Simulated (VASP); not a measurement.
Runs of VASP 6.6.1 on GaSb. The structure is that of space group I-4m2 (No. 119), or close to it. The cells are those of the table. 

```csv
cell,gap on the mesh (eV),pressure (GPa)
"a = 4.497 Å, angles 97.7, 97.7, 137.1°, 2 atoms",none,-5.9
"a = 4.185 Å, angles 99.6, 99.6, 131.8°, 2 atoms",none,(b)
"a = 4.545 Å, angles 98.7, 98.7, 134.1°, 2 atoms",none,-6.9
"a = 4.128 Å, angles 100.6, 100.6, 129.2°, 2 atoms",none,0.9
"a = 4.281 Å, angles 97.2, 97.2, 138.5°, 2 atoms",none,(a)
```

Alike in all rows: task single point; level PBE; potentials or basis VASP PAW PBE potentials, release 64 (Ga_d, Sb); no spin polarisation; k mesh 16 × 16 × 16; cutoff (eV) 520; smearing gaussian 0.15 eV.

Task: Estimate the missing entries.

Result: (a) -0.2; (b) -0.6.

Caveats: spin-orbit coupling is left out, which moves the levels of the heavy elements; the cell stands under tension (at least some runs).

A k mesh can miss the band edges, and the runs leave out spin-orbit coupling on Ga, Sb.

A gap of «none» marks levels without a gap at the run's occupations.
